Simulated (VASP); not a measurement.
# ReSb (zincblende type) (F-43m) in VASP: a series of runs

Runs on ReSb (zincblende type). Level: PBE. Tasks: single point.

Everything below comes from runs of VASP 6.6.1. Logs are shortened: lines on timing, memory, paths and dates and some standing lists are left out, and cuts for length are marked.

**1. The cell of the first run**

Symmetry: F-43m, No. 216, cubic system. Conventional cell: a = 5.083 Å, b = 5.083 Å, c = 5.083 Å, α = 90.00°, β = 90.00°, γ = 90.00°. Within 2.9 Å of Re (site symmetry -43m) lie 4 Sb at 2.20 Å. Sb (site symmetry -43m) has 4 Re at 2.20 Å within 2.9 Å.

**2. Single point, PBE (16.42 Å³/atom)**

INCAR

```
SYSTEM = ReSb
  ALGO = Normal
  EDIFF = 1E-6
  ENCUT = 520
  GGA = PE
  ISIF = 2
  ISMEAR = -1
  LASPH = .TRUE.
  LCHARG = .TRUE.
  LELF = .TRUE.
  LREAL = .FALSE.
  LVHAR = .TRUE.
  LWAVE = .FALSE.
  NBANDS = 13
  NELM = 80
  PREC = Accurate
  SIGMA = 0.08
```

KPOINTS

```
k-points
0
G
  12 12 12
  0 0 0
```

POSCAR

```
ReSb
1.0
    0.0000000000      2.5414825775      2.5414825775
    2.5414825775      0.0000000000      2.5414825775
    2.5414825775      2.5414825775      0.0000000000
Re Sb
1 1
Direct
    0.0000000000      0.0000000000      0.0000000000
    0.2500000000      0.2500000000      0.2500000000
```

Potentials or basis: VASP PAW PBE potentials, release 64 (Re, Sb).

Launch:

```console
$ cat potpaw_PBE.64/Re/POTCAR potpaw_PBE.64/Sb/POTCAR > POTCAR
$ mpirun -np 1 vasp_std > vasp.out
```

OUTCAR:

```text
SYSTEM = ReSb
   EDIFF = 1E-6
   ENCUT = 520
   GGA = PE
   ISIF = 2
   ISMEAR = -1
   LASPH = .TRUE.
   LREAL = .FALSE.
   NELM = 80
   PREC = Accurate

 ion  position               nearest neighbor table
   1  0.000  0.000  0.000-   2 2.20   2 2.20   2 2.20   2 2.20
   2  0.250  0.250  0.250-   1 2.20   1 2.20   1 2.20   1 2.20

  LATTYP: Found a face centered cubic cell.
 ALAT       =     5.0829651550

  Lattice vectors:

 A1 = (   0.0000000000,   2.5414825775,   2.5414825775)
 A2 = (   2.5414825775,   0.0000000000,   2.5414825775)
 A3 = (   2.5414825775,   2.5414825775,   0.0000000000)

Analysis of symmetry for initial positions (statically):
=====================================================================
 Subroutine PRICEL returns:
 Original cell was already a primitive cell.

 Routine SETGRP: Setting up the symmetry group for a
 face centered cubic supercell.

 Subroutine GETGRP returns: Found 24 space group operations
 (whereof 24 operations were pure point group operations)
 out of a pool of 48 trial point group operations.

The static configuration has the point symmetry T_d .

Analysis of symmetry for dynamics (positions and initial velocities):
=====================================================================
 Subroutine PRICEL returns:
 Original cell was already a primitive cell.

 Routine SETGRP: Setting up the symmetry group for a
 face centered cubic supercell.

 Subroutine GETGRP returns: Found 24 space group operations
 (whereof 24 operations were pure point group operations)
 out of a pool of 48 trial point group operations.

The dynamic configuration has the point symmetry T_d .

 Subroutine INISYM returns: Found 24 space group operations
 (whereof 24 operations are pure point group operations),
 and found     1 'primitive' translations

----------------------------------------------------------------------------------------

                                     Primitive cell

  volume of cell :      32.8316

  direct lattice vectors                    reciprocal lattice vectors
     0.000000000  2.541482578  2.541482578    -0.196735561  0.196735561  0.196735561
     2.541482578  0.000000000  2.541482578     0.196735561 -0.196735561  0.196735561
     2.541482578  2.541482578  0.000000000     0.196735561  0.196735561 -0.196735561

  length of vectors
     3.594199130  3.594199130  3.594199130     0.340755987  0.340755987  0.340755987

  position of ions in fractional coordinates (direct lattice)
     0.000000000  0.000000000  0.000000000
     0.250000000  0.250000000  0.250000000

  ion indices of the primitive-cell ions
[... 86 lines left out ...]
   NELECT =      12.0000    total number of electrons
   NUPDOWN=      -1.0000    fix difference up-down
   EMIN   =  10.00;   EMAX   =-10.00  energy-range for DOS
   EFERMI =   0.00;   METHOD = LEGACY
   ISMEAR =    -1;   SIGMA  =   0.08  broadening in eV -4-tet -1-fermi 0-gaus
   EFERMI_NEDOS =   21; number of points for ismear=-14 and -15
   IALGO  =     38    algorithm
   IMIX   =      4    mixing-type and parameters
     AMIX     =   0.40;   BMIX     =  1.00
     AMIX_MAG =   1.60;   BMIX_MAG =  1.00
  volume/ion in A,a.u.               =      16.42       110.78
  Fermi-wavevector in a.u.,A,eV,Ry     =   1.170500  2.211924 18.640940  1.370070
  Thomas-Fermi vector in A             =   2.306958
   LORBIT       =      0    0 simple, 1 ext, 2 COOP (PROOUT), +10 PAW based schemes
   GGA     = PE    functional components
   LHFCALC =     F    Hartree Fock is set to
   AEXX    =    0.0000 exact exchange contribution
   IVDW    =     0    specifies the selected vdW correction
   LEPSILON=     F    determine dielectric tensor
   LRPA    =     F    only Hartree local field effects (RPA)
 non-spin polarized calculation
  energy-cutoff  :      520.00
  volume of cell :       32.83
 maximum number of plane-waves:       903
   NGX = 13   NGY = 13   NGZ = 13

 number of electron      12.0000000 magnetization

 Free energy of the ion-electron system (eV)
  ---------------------------------------------------
  ext. energy  EPLUGINS =         0.00000000
  ---------------------------------------------------
  free energy    TOTEN  =        -7.12707429 eV

  energy without entropy =       -7.10057498  energy(sigma->0) =       -7.11382463

 E-fermi :  10.6695     XC(G=0): -12.3574

 val. band max:       10.5167982951   @ k =  -0.3333   0.3333   0.1667
 cond. band min:      10.6785142390   @ k =  -0.2500   0.5000   0.2500
 fundamental gap:      0.1617159439
 Fermi energy:        10.6694521363

 k-point     1 :       0.0000    0.0000    0.0000
  band No.  band energies     occupation
      1      -2.9323      2.00000
      2       6.0857      2.00000
      3       6.0857      2.00000
      4       6.0857      2.00000
      5       9.8750      1.99990
      6       9.8750      1.99990
      7      17.2926      0.00000
      8      18.9093      0.00000
      9      18.9093      0.00000
     10      18.9093      0.00000
     11      22.2728      0.00000
     12      22.9974      0.00000
     13      22.9974      0.00000
[... 354 lines left out ...]
  band No.  band energies     occupation
      1       0.0138      2.00000
      2       4.8022      2.00000
      3       6.1059      2.00000
      4       6.9302      2.00000
      5      10.0488      1.99915
      6      10.0594      1.99902
      7      11.0275      0.02250
      8      14.9101      0.00000
      9      15.9442      0.00000
     10      17.8210      0.00000
     11      23.0600      0.00000
     12      23.4817      0.00000
     13      24.9255      0.00000

 [... further k-points ...]

------------------------ aborting loop because EDIFF is reached ----------------------------------------

  FORCE on cell =-STRESS in cart. coord.  units (eV):
  Direction    XX          YY          ZZ          XY          YZ          ZX
  --------------------------------------------------------------------------------------
  -------------------------------------------------------------------------------------
  Total       30.2421446     30.2421446     30.2421446      0.0000000     -0.0000000      0.0000000
  in kB     1475.8144597   1475.8144597   1475.8144597      0.0000000     -0.0000000      0.0000000
  external PRESSURE =    1475.8144597 kB  Pullay stress =       0.0000000 kB

 VOLUME and BASIS-vectors are now :
 -----------------------------------------------------------------------------
  energy-cutoff  :      520.00
  volume of cell :       32.83
      direct lattice vectors                 reciprocal lattice vectors
     0.000000000  2.541482578  2.541482578    -0.196735561  0.196735561  0.196735561
     2.541482578  0.000000000  2.541482578     0.196735561 -0.196735561  0.196735561
     2.541482578  2.541482578  0.000000000     0.196735561  0.196735561 -0.196735561

 POSITION                                       TOTAL-FORCE (eV/Angst)
 -----------------------------------------------------------------------------------
      0.00000      0.00000      0.00000        -0.000000     -0.000000     -0.000000
      1.27074      1.27074      1.27074         0.000000      0.000000      0.000000
 -----------------------------------------------------------------------------------
    total drift:                                0.000000      0.000000      0.000000

  FREE ENERGIE OF THE ION-ELECTRON SYSTEM (eV)
  ---------------------------------------------------
  free  energy   TOTEN  =        -7.1270742855 eV

  energy  without entropy=       -7.1005749788  energy(sigma->0) =       -7.11382463
```

stdout:

```text
POSCAR found type information on POSCAR ReSb
 POSCAR found :  2 types and       2 ions
 scaLAPACK will be used
 LDA part: xc-table for (Slater+PW92), standard interpolation
 POSCAR, INCAR and KPOINTS ok, starting setup
 FFT: planning ... GRIDC
 FFT: planning ... GRID_SOFT
 FFT: planning ... GRID
 WAVECAR not read
 entering main loop
```

Run time: 58 s. Hardware: 1 thread of Intel Xeon 8259CL, shared host; peak memory 0.18 GiB.

What came out:

```
Free energy            : -7.1271 eV
Pressure               : 147.6 GPa
Band gap on the k mesh : 0.16 eV (least direct gap 0.23 eV)
```

Caveat: the cell stands under pressure; spin-orbit coupling is left out, which moves the levels of the heavy elements. A k mesh can miss the band edges.

**3. Single point, PBE (18.60 Å³/atom)**

This run uses another cell than the first one, of 18.60 Å³/atom.

INCAR

```
ALGO = Normal
EDIFF = 1E-6
ENCUT = 520
GGA = PE
ISIF = 2
ISMEAR = -1
LASPH = True
LCHARG = False
LREAL = False
LWAVE = False
NBANDS = 13
NELM = 100
PREC = Accurate
SIGMA = 0.08
```

KPOINTS

```
k-points
0
Gamma
  12 12 12
```

POSCAR

```
ReSb
1.0
    0.0000000000      2.6497588883      2.6497588883
    2.6497588883      0.0000000000      2.6497588883
    2.6497588883      2.6497588883      0.0000000000
Re Sb
1 1
Direct
    0.0000000000      0.0000000000      0.0000000000
    0.2500000000      0.2500000000      0.2500000000
```

Potentials or basis: VASP PAW PBE potentials, release 64 (Re, Sb).

Launch:

```console
$ cat potpaw_PBE.64/Re/POTCAR potpaw_PBE.64/Sb/POTCAR > POTCAR
$ mpirun -np 1 vasp_std > vasp.out
```

OUTCAR:

```text
EDIFF = 1E-6
   ENCUT = 520
   GGA = PE
   ISIF = 2
   ISMEAR = -1
   LASPH = True
   LREAL = False
   NELM = 100
   PREC = Accurate

 ion  position               nearest neighbor table
   1  0.000  0.000  0.000-   2 2.29   2 2.29   2 2.29   2 2.29
   2  0.250  0.250  0.250-   1 2.29   1 2.29   1 2.29   1 2.29

  LATTYP: Found a face centered cubic cell.
 ALAT       =     5.2995177766

  Lattice vectors:

 A1 = (   0.0000000000,   2.6497588883,   2.6497588883)
[... 566 lines left out ...]

 [... further k-points ...]

------------------------ aborting loop because EDIFF is reached ----------------------------------------

  FORCE on cell =-STRESS in cart. coord.  units (eV):
  Direction    XX          YY          ZZ          XY          YZ          ZX
  --------------------------------------------------------------------------------------
  -------------------------------------------------------------------------------------
  Total       20.0815503     20.0815503     20.0815503     -0.0000000     -0.0000000     -0.0000000
  in kB      864.6866431    864.6866431    864.6866431     -0.0000000     -0.0000000     -0.0000000
  external PRESSURE =     864.6866431 kB  Pullay stress =       0.0000000 kB

 VOLUME and BASIS-vectors are now :
 -----------------------------------------------------------------------------
  energy-cutoff  :      520.00
  volume of cell :       37.21
      direct lattice vectors                 reciprocal lattice vectors
     0.000000000  2.649758888  2.649758888    -0.188696414  0.188696414  0.188696414
     2.649758888  0.000000000  2.649758888     0.188696414 -0.188696414  0.188696414
     2.649758888  2.649758888  0.000000000     0.188696414  0.188696414 -0.188696414

 POSITION                                       TOTAL-FORCE (eV/Angst)
 -----------------------------------------------------------------------------------
      0.00000      0.00000      0.00000        -0.000000     -0.000000     -0.000000
      1.32488      1.32488      1.32488         0.000000      0.000000      0.000000
 -----------------------------------------------------------------------------------
    total drift:                               -0.000000     -0.000000     -0.000000

  FREE ENERGIE OF THE ION-ELECTRON SYSTEM (eV)
  ---------------------------------------------------
  free  energy   TOTEN  =       -10.2555763093 eV

  energy  without entropy=      -10.2138115001  energy(sigma->0) =      -10.23469390
```

OSZICAR:

```text
N       E                     dE             d eps       ncg     rms          rms(c)
DAV:   1     0.418713964143E+02    0.41871E+02   -0.52910E+03  2983   0.923E+02
DAV:   2    -0.931851959932E+01   -0.51190E+02   -0.48642E+02  3133   0.202E+02
DAV:   3    -0.105286592272E+02   -0.12101E+01   -0.12056E+01  2593   0.347E+01
DAV:   4    -0.105351464497E+02   -0.64872E-02   -0.64825E-02  2936   0.212E+00
DAV:   5    -0.105353461967E+02   -0.19975E-03   -0.19974E-03  2615   0.393E-01    0.298E+01
DAV:   6    -0.103371093021E+02    0.19824E+00   -0.80433E-02  2974   0.218E+00    0.183E+01
DAV:   7    -0.102579650748E+02    0.79144E-01   -0.10800E-01  3083   0.363E+00    0.111E+00
DAV:   8    -0.102562811761E+02    0.16839E-02   -0.43036E-03  2497   0.606E-01    0.509E-01
DAV:   9    -0.102555670187E+02    0.71416E-03   -0.14817E-03  3031   0.520E-01    0.890E-02
DAV:  10    -0.102555753409E+02   -0.83223E-05   -0.33284E-05  2053   0.414E-02    0.233E-02
DAV:  11    -0.102555763093E+02   -0.96833E-06   -0.38086E-06  2654   0.386E-02
   1 F= -.10255576E+02 E0= -.10234694E+02  d E =-.417648E-01
```

Run time: 52 s. Hardware: 1 thread of Intel Xeon 8259CL, shared host; peak memory 0.18 GiB.

What came out:

* Free energy: -10.2556 eV
* Pressure: 86.5 GPa
* Band gap on the k mesh: 0.18 eV (least direct gap 0.25 eV)

Caveat: the cell stands under pressure; spin-orbit coupling is left out, which moves the levels of the heavy elements. A k mesh can miss the band edges.

**4. Single point, PBE (20.79 Å³/atom)**

This run uses another cell than the first one, of 20.79 Å³/atom.

INCAR

```
SYSTEM = ReSb
ALGO = Normal ; EDIFF = 1E-7
ENCUT = 520 ; GGA = PE
ISIF = 2 ; ISMEAR = -1
LASPH = .TRUE. ; LCHARG = .FALSE.
LREAL = .FALSE. ; LWAVE = .FALSE.
NBANDS = 13 ; NELM = 100
PREC = Accurate ; SIGMA = 0.08
```

KPOINTS

```
k-points
0
G
  12 12 12
  0 0 0
```

POSCAR

```
ReSb
1.0
    0.0000000000      2.7498431179      2.7498431179
    2.7498431179      0.0000000000      2.7498431179
    2.7498431179      2.7498431179      0.0000000000
Re Sb
1 1
Direct
    0.0000000000      0.0000000000      0.0000000000
    0.2500000000      0.2500000000      0.2500000000
```

Launch:

```console
$ cat potpaw_PBE.64/Re/POTCAR potpaw_PBE.64/Sb/POTCAR > POTCAR
$ mpirun -np 1 vasp_std > vasp.out
```

It took 91 s on 1 thread of Intel Xeon 8259CL, shared host; peak memory 0.2 GiB.

Results (log left out):

- Free energy: -12.0648 eV
- Pressure: 48.9 GPa

Levels at points of the mesh, in eV from the Fermi level:
```
           k point  band 4  band 5  band 6  band 7  band 8  band 9
(0.00, 0.00, 0.00)   -3.66   -0.51   -0.51    5.36    7.48    7.48
(0.50, 0.00, 0.00)   -3.24   -0.17   -0.17   -0.01    4.36    4.36
(0.50, 0.50, 0.00)   -1.72   -1.65   -0.06    0.06    1.11    1.11
```

Caveat: the cell stands under pressure; spin-orbit coupling is left out, which moves the levels of the heavy elements.

**5. Summary**

```csv
cell,gap on the mesh (eV),pressure (GPa)
"a = 3.594 Å, angles 60.0°, 2 atoms",0.16,147.6
"a = 3.747 Å, angles 60.0°, 2 atoms",0.18,86.5
"a = 3.889 Å, angles 60.0°, 2 atoms",-,48.9
```

Alike in all rows: task single point; level PBE; potentials or basis VASP PAW PBE potentials, release 64 (Re, Sb); no spin polarisation; k mesh 12 × 12 × 12; cutoff (eV) 520; smearing fermi-dirac 0.08 eV.

Caveats: the cell stands under pressure; spin-orbit coupling is left out, which moves the levels of the heavy elements.

Absolute energies hang on the potentials; compare differences alone.
